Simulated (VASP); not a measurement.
# RbBr (Fm-3m) in VASP: dielectric tensor with PBE

Aim: the dielectric tensor of RbBr with PBE.

Program: VASP 6.6.1. These are calculated values, not measurements. Logs are shortened: lines on timing, memory, paths and dates and some standing lists are left out, and cuts for length are marked.

## Step 1: The cell of the first run

The structure is cubic, space group Fm-3m (No. 225). Conventional cell: a = 6.854 Å, b = 6.854 Å, c = 6.854 Å, α = 90.00°, β = 90.00°, γ = 90.00°. Rb (site symmetry m-3m) has 6 Br at 3.43 Å within 4.5 Å. Within 4.5 Å of Br (site symmetry m-3m) lie 6 Rb at 3.43 Å.

## Step 2: Dielectric tensor, PBE

File INCAR:

```
PREC     = Accurate       # precision mode
ENCUT    = 400            # plane-wave cutoff, eV
EDIFF    = 1E-8           # SCF threshold, eV
ISMEAR   = 0              # smearing method
SIGMA    = 0.01           # smearing width, eV
LREAL    = F              # projectors in reciprocal space
LASPH    = T              # aspherical terms in the spheres
NELM     = 120            # most SCF steps
ALGO     = Normal         # electronic algorithm
ISIF     = 2              # what is computed and relaxed
LWAVE    = F              # write WAVECAR
LCHARG   = F              # write CHGCAR
GGA      = PE             # functional
LEPSILON = T              # dielectric tensor by DFPT
ISYM     = -1           
GGA_COMPAT= F
```

File KPOINTS:

```
explicit points
14
Reciprocal
  0.16666667   0.16666667   0.16666667 2
  0.16666667   0.16666667   0.50000000 2
  0.16666667   0.16666667   0.83333333 2
  0.16666667   0.50000000   0.16666667 2
  0.16666667   0.50000000   0.50000000 2
  0.16666667   0.50000000   0.83333333 2
  0.16666667   0.83333333   0.16666667 2
  0.16666667   0.83333333   0.50000000 2
  0.16666667   0.83333333   0.83333333 2
  0.50000000   0.16666667   0.16666667 2
  0.50000000   0.16666667   0.50000000 2
  0.50000000   0.16666667   0.83333333 2
  0.50000000   0.50000000   0.16666667 2
  0.50000000   0.50000000   0.50000000 1
```

File POSCAR:

```
RbBr
1.0
    0.0000000000      3.4270000000      3.4270000000
    3.4270000000      0.0000000000      3.4270000000
    3.4270000000      3.4270000000      0.0000000000
Rb Br
1 1
Direct
    0.0000000000      0.0000000000      0.0000000000
    0.5000000000      0.5000000000      0.5000000000
```

Potentials or basis: VASP PAW PBE potentials, release 64 (Rb_sv, Br).

On the command line:

```
> cat potpaw_PBE.64/Rb_sv/POTCAR potpaw_PBE.64/Br/POTCAR > POTCAR
> mpirun -np 1 vasp_std > vasp.out
```

OUTCAR:

```text
PREC = Accurate
   ENCUT = 400
   EDIFF = 1E-8
   ISMEAR = 0
   LREAL = F
   LASPH = T
   NELM = 120
   ISIF = 2
   GGA = PE
   LEPSILON = T
   ISYM = -1

 ion  position               nearest neighbor table
   1  0.000  0.000  0.000-   2 3.43   2 3.43   2 3.43   2 3.43   2 3.43   2 3.43
   2  0.500  0.500  0.500-   1 3.43   1 3.43   1 3.43   1 3.43   1 3.43   1 3.43

IMPORTANT INFORMATION: All symmetrisations will be switched off!
NOSYMM: (Re-)initialisation of all symmetry stuff for point group C_1.

----------------------------------------------------------------------------------------

                                     Primitive cell

  volume of cell :      80.4956

  direct lattice vectors                    reciprocal lattice vectors
     0.000000000  3.427000000  3.427000000    -0.145900204  0.145900204  0.145900204
     3.427000000  0.000000000  3.427000000     0.145900204 -0.145900204  0.145900204
     3.427000000  3.427000000  0.000000000     0.145900204  0.145900204 -0.145900204

  length of vectors
     4.846509878  4.846509878  4.846509878     0.252706567  0.252706567  0.252706567

  position of ions in fractional coordinates (direct lattice)
     0.000000000  0.000000000  0.000000000
     0.500000000  0.500000000  0.500000000

  ion indices of the primitive-cell ions
   primitive index   ion index
                 1           1
                 2           2

----------------------------------------------------------------------------------------

 KPOINTS: explicit points

Read explicit list of k-points.

 Found     14 k-points:

 Following reciprocal coordinates:
            Coordinates               Weight
  0.166667  0.166667  0.166667      0.074074
  0.166667  0.166667  0.500000      0.074074
  0.166667  0.166667  0.833333      0.074074
  0.166667  0.500000  0.166667      0.074074
  0.166667  0.500000  0.500000      0.074074
  0.166667  0.500000  0.833333      0.074074
  0.166667  0.833333  0.166667      0.074074
  0.166667  0.833333  0.500000      0.074074
  0.166667  0.833333  0.833333      0.074074
  0.500000  0.166667  0.166667      0.074074
  0.500000  0.166667  0.500000      0.074074
  0.500000  0.166667  0.833333      0.074074
  0.500000  0.500000  0.166667      0.074074
  0.500000  0.500000  0.500000      0.037037
   k-points           NKPTS =     14   k-points in BZ     NKDIM =     14   number of bands    NBANDS=     12
   number of dos      NEDOS =    301   number of ions     NIONS =      2
   total plane-waves  NPLWV =  32768
   dimension x,y,z NGX =    32 NGY =   32 NGZ =   32
   dimension x,y,z NGXF=    64 NGYF=   64 NGZF=   64
   ions per type =               1   1
   NGX,Y,Z   is equivalent  to a cutoff of  10.98, 10.98, 10.98 a.u.
   NGXF,Y,Z  is equivalent  to a cutoff of  21.95, 21.95, 21.95 a.u.
 SYSTEM =  unknown system
   PREC   = accura    normal or accurate (medium, high low for compatibility)
   ISTART =      0    job   : 0-new  1-cont  2-samecut
   ICHARG =      2    charge: 1-file 2-atom 10-const
   ISPIN  =      1    spin polarized calculation?
   LNONCOLLINEAR =      F non collinear calculations
   LSORBIT =      F    spin-orbit coupling
   LASPH  =      T    aspherical Exc in radial PAW
   ENCUT  =  400.0 eV  29.40 Ry    5.42 a.u.   7.90  7.90  7.90*2*pi/ulx,y,z
   NELM   =    120;   NELMIN=  2; NELMDL= -5     # of ELM steps
   EDIFF  = 0.1E-07   stopping-criterion for ELM
   LREAL  =      F    real-space projection
   EDIFFG = 0.1E-06   stopping-criterion for IOM
   NSW    =      0    number of steps for IOM
   IBRION =     -1    ionic relax: 0-MD 1-quasi-New 2-CG
   NFREE  =      0    steps in history (QN), initial steepest desc. (CG)
   ISIF   =      2    stress and relaxation
   ISYM   =     -1    0-nonsym 1-usesym 2-fastsym
   POTIM  = 0.5000    time-step for ionic-motion
   TEBEG  =    0.0;   TEEND  =   0.0 temperature during run
   PSTRESS=    0.0 pullay stress
   NELECT =      16.0000    total number of electrons
   NUPDOWN=      -1.0000    fix difference up-down
   EMIN   =  10.00;   EMAX   =-10.00  energy-range for DOS
   EFERMI =   0.00;   METHOD = LEGACY
   ISMEAR =     0;   SIGMA  =   0.01  broadening in eV -4-tet -1-fermi 0-gaus
   EFERMI_NEDOS =   21; number of points for ismear=-14 and -15
   IALGO  =     38    algorithm
   IMIX   =      4    mixing-type and parameters
     AMIX     =   0.40;   BMIX     =  1.00
     AMIX_MAG =   1.60;   BMIX_MAG =  1.00
  volume/ion in A,a.u.               =      40.25       271.61
  Fermi-wavevector in a.u.,A,eV,Ry     =   0.955412  1.805467 12.419564  0.912812
  Thomas-Fermi vector in A             =   2.084247
   LORBIT       =      0    0 simple, 1 ext, 2 COOP (PROOUT), +10 PAW based schemes
   GGA     = PE    functional components
   LHFCALC =     F    Hartree Fock is set to
   AEXX    =    0.0000 exact exchange contribution
   IVDW    =     0    specifies the selected vdW correction
   LEPSILON=     T    determine dielectric tensor
   LRPA    =     F    only Hartree local field effects (RPA)
 non-spin polarized calculation
 Gauss-broadening in eV      SIGMA  =   0.01
  energy-cutoff  :      400.00
  volume of cell :       80.50
 maximum number of plane-waves:      1476
 NGX is ok and might be reduce to    32
   NGX = 15   NGY = 15   NGZ = 15

--------------------------------------- Ionic step        1  -------------------------------------------

 number of electron      15.9999999 magnetization

 E-fermi :  -1.7248     XC(G=0):  -7.2338

 val. band max:       -1.8471526174   @ k =   0.1667   0.1667   0.1667
 cond. band min:       3.2503510552   @ k =   0.1667   0.1667   0.1667
 fundamental gap:      5.0975036726
 Fermi energy:        -1.7248328732

 k-point     1 :       0.1667    0.1667    0.1667
  band No.  band energies     occupation
      1     -26.1640      2.00000
      2     -13.9452      2.00000
      3     -10.2450      2.00000
      4     -10.2450      2.00000
      5     -10.2315      2.00000
      6      -2.0569      2.00000
      7      -1.8472      2.00000
      8      -1.8472      2.00000
      9       3.2504      0.00000
     10       5.3952      0.00000
     11       5.8560      0.00000
     12       5.8560      0.00000

 k-point     2 :       0.1667    0.1667    0.5000
  band No.  band energies     occupation
      1     -26.1570      2.00000
      2     -13.9567      2.00000
      3     -10.3037      2.00000
      4     -10.2511      2.00000
      5     -10.2124      2.00000
      6      -2.5783      2.00000
      7      -2.0957      2.00000
      8      -2.0349      2.00000
      9       4.9955      0.00000
     10       5.5850      0.00000
     11       7.0203      0.00000
     12       7.2033      0.00000
[... 151 lines left out ...]
 k-point    13 :       0.5000    0.5000    0.1667
  band No.  band energies     occupation
      1     -26.1549      2.00000
      2     -13.9056      2.00000
      3     -10.3781      2.00000
      4     -10.2992      2.00000
      5     -10.2903      2.00000
      6      -2.2856      2.00000
      7      -2.0497      2.00000
      8      -1.9610      2.00000
      9       4.2744      0.00000
     10       5.5308      0.00000
     11       7.1176      0.00000
     12       7.6993      0.00000

 k-point    14 :       0.5000    0.5000    0.5000
  band No.  band energies     occupation
      1     -26.1569      2.00000
      2     -13.9770      2.00000
      3     -10.2507      2.00000
      4     -10.2507      2.00000
      5     -10.1958      2.00000
      6      -2.7421      2.00000
      7      -2.1082      2.00000
      8      -2.1082      2.00000
      9       5.0622      0.00000
     10       5.9644      0.00000
     11       7.7361      0.00000
     12       7.7361      0.00000

  FORCE on cell =-STRESS in cart. coord.  units (eV):
  Direction    XX          YY          ZZ          XY          YZ          ZX
  --------------------------------------------------------------------------------------
  -------------------------------------------------------------------------------------
  Total        0.5011827      0.5011848      0.5011848     -0.0068783     -0.0068776     -0.0068782
  in kB        9.9754920      9.9755333      9.9755340     -0.1369058     -0.1368906     -0.1369030
  external PRESSURE =       9.9755198 kB  Pullay stress =       0.0000000 kB

 VOLUME and BASIS-vectors are now :
 -----------------------------------------------------------------------------
  energy-cutoff  :      400.00
  volume of cell :       80.50
      direct lattice vectors                 reciprocal lattice vectors
     0.000000000  3.427000000  3.427000000    -0.145900204  0.145900204  0.145900204
     3.427000000  0.000000000  3.427000000     0.145900204 -0.145900204  0.145900204
     3.427000000  3.427000000  0.000000000     0.145900204  0.145900204 -0.145900204

 POSITION                                       TOTAL-FORCE (eV/Angst)
 -----------------------------------------------------------------------------------
      0.00000      0.00000      0.00000        -0.000000      0.000000     -0.000000
      3.42700      3.42700      3.42700         0.000000     -0.000000      0.000000
 -----------------------------------------------------------------------------------
    total drift:                                0.000000      0.000001      0.000001

  FREE ENERGIE OF THE ION-ELECTRON SYSTEM (eV)
  ---------------------------------------------------
  free  energy   TOTEN  =        -6.0976192092 eV

  energy  without entropy=       -6.0976192092  energy(sigma->0) =       -6.09761921

 HEAD OF MICROSCOPIC STATIC DIELECTRIC TENSOR (INDEPENDENT PARTICLE, excluding Hartree and local field effects)
 ------------------------------------------------------
           2.808841    -0.015696    -0.015682
          -0.015693     2.808854    -0.015691
          -0.015688    -0.015685     2.808841
 ------------------------------------------------------

 Free energy of the ion-electron system (eV)
  ---------------------------------------------------
  ---------------------------------------------------
  free energy    TOTEN  =        -0.39518344 eV

  energy without entropy =       -0.39518344

------------------------ aborting loop because EDIFF is reached ----------------------------------------

--------------------------------------- Ionic step        2  -------------------------------------------

------------------------ aborting loop because EDIFF is reached ----------------------------------------

--------------------------------------- Ionic step        3  -------------------------------------------

 Free energy of the ion-electron system (eV)
  ---------------------------------------------------
  ---------------------------------------------------
  free energy    TOTEN  =        -0.39518576 eV

  energy without entropy =       -0.39518576

------------------------ aborting loop because EDIFF is reached ----------------------------------------

 PIEZOELECTRIC TENSOR FIELD DIRECTION 3  (e Angst)
 -----------------------------------------------------------------------------
    -0.00019  0.00002 -0.00030           (  0.00000 -0.00000  0.00000)
     0.00002 -0.00038 -0.00102           ( -0.00000  0.00001  0.00001)
    -0.00030 -0.00102 -0.00030           (  0.00000  0.00001  0.00001)

 PIEZOELECTRIC TENSOR FIELD DIRECTION 3  (C/m^2)
 -----------------------------------------------------------------------------
    -0.00004  0.00000 -0.00006
     0.00000 -0.00008 -0.00020
    -0.00006 -0.00020 -0.00006

 MACROSCOPIC STATIC DIELECTRIC TENSOR (including local field effects in DFT)
 ------------------------------------------------------
           2.537877    -0.015676    -0.015668
          -0.015674     2.537883    -0.015674
          -0.015671    -0.015670     2.537885
 ------------------------------------------------------

 PIEZOELECTRIC TENSOR (including local field effects)  for field in x, y, z        (e  Angst)
          XX          YY          ZZ          XY          YZ          ZX
  --------------------------------------------------------------------------------
  x    -0.00042     0.00002    -0.00005    -0.00025     0.00001    -0.00032
  y    -0.00009    -0.00078    -0.00031     0.00023    -0.00125     0.00001
  z    -0.00019    -0.00038    -0.00030     0.00002    -0.00102    -0.00030

 PIEZOELECTRIC TENSOR (including local field effects)  for field in x, y, z        (C/m^2)
          XX          YY          ZZ          XY          YZ          ZX
  --------------------------------------------------------------------------------
  x    -0.00008     0.00000    -0.00001    -0.00005     0.00000    -0.00006
  y    -0.00002    -0.00015    -0.00006     0.00005    -0.00025     0.00000
  z    -0.00004    -0.00008    -0.00006     0.00000    -0.00020    -0.00006

 BORN EFFECTIVE CHARGES (including local field effects) (in |e|, cummulative output)
 ---------------------------------------------------------------------------------
 ion    1
    1     1.15336    -0.00783    -0.00779
    2    -0.00780     1.15336    -0.00779
    3    -0.00782    -0.00781     1.15330
 ion    2
    1    -1.15336     0.00783     0.00779
    2     0.00780    -1.15336     0.00779
    3     0.00782     0.00781    -1.15330
```

Wall time 2.7 min (1 thread of AMD EPYC 7R43 (Zen 3), shared host); peak memory 0.16 GiB.

Results:

| Item | Value |
| --- | --- |
| Band gap on the k mesh | 5.10 eV |
| Electronic dielectric tensor (diagonal) | 2.54 |
| Born charges (mean of the diagonal) | Rb +1.15; Br -1.15 e |

Electronic dielectric tensor:
```
 2.54 -0.02 -0.02
-0.02  2.54 -0.02
-0.02 -0.02  2.54
```

Born effective charge tensors (e):
atom 1, Rb
```
 1.15 -0.01 -0.01
-0.01  1.15 -0.01
-0.01 -0.01  1.15
```
atom 2, Br
```
-1.15  0.01  0.01
 0.01 -1.15  0.01
 0.01  0.01 -1.15
```

Caveat: a shifted mesh leaves out Γ, where band edges can lie. A k mesh can miss the band edges.
